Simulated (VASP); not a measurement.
Write the native input for VASP 6.6.1 that does the following.

```
Task                   : single point
Functional             : PBE
Potentials or basis    : VASP PAW PBE potentials, release 64 (Zn, S)
Cutoff                 : 520 eV
k mesh                 : 4 × 4 × 8
Occupations            : gaussian, width 0.02 eV
Spin                   : no spin polarisation
Dipole correction      : no
Further INCAR settings : ALGO = Normal; EDIFF = 1e-06; NBANDS = 46
```

The structure of ZnS lies in POSCAR:

```
ZnS
1.0
    6.6301741000      0.0000000000      0.0000000000
    0.0000000000      6.6301741000      0.0000000000
    0.0000000000      0.0000000000      3.8621460000
Zn S
4 4
Direct
    0.6751860000      0.6751860000      0.0000000000
    0.1751860000      0.8248140000      0.5000000000
    0.8248140000      0.1751860000      0.5000000000
    0.3248140000      0.3248140000      0.0000000000
    0.8142870000      0.8142870000      0.5000000000
    0.1857130000      0.1857130000      0.5000000000
    0.6857130000      0.3142870000      0.0000000000
    0.3142870000      0.6857130000      0.0000000000
```

These files were run (other wordings do the same):

INCAR

```
  PREC = Accurate
  ENCUT = 520
  EDIFF = 1E-6
  ISMEAR = 0
  SIGMA = 0.02
  LREAL = False
  LASPH = True
  NELM = 100
  ALGO = Normal
  ISIF = 2
  LWAVE = False
  LCHARG = False
  GGA = PE
  NBANDS = 46
```

KPOINTS

```
Automatic mesh
0
Gamma
  4 4 8
```

Potentials or basis: VASP PAW PBE potentials, release 64 (Zn, S).

Launch:

```sh
$ cat potpaw_PBE.64/Zn/POTCAR potpaw_PBE.64/S/POTCAR > POTCAR
$ mpirun -np 1 vasp_std > vasp.out
```

Results of the run:

```
Pressure               : 0.1 GPa
Largest force          : 0.003 eV/Å
Band gap on the k mesh : 2.17 eV, direct
```

Wall time 120 s on 1 thread of Intel(R) Xeon(R) 6975P-C (Granite Rapids), with other jobs on the host, peak memory 0.35 GiB.
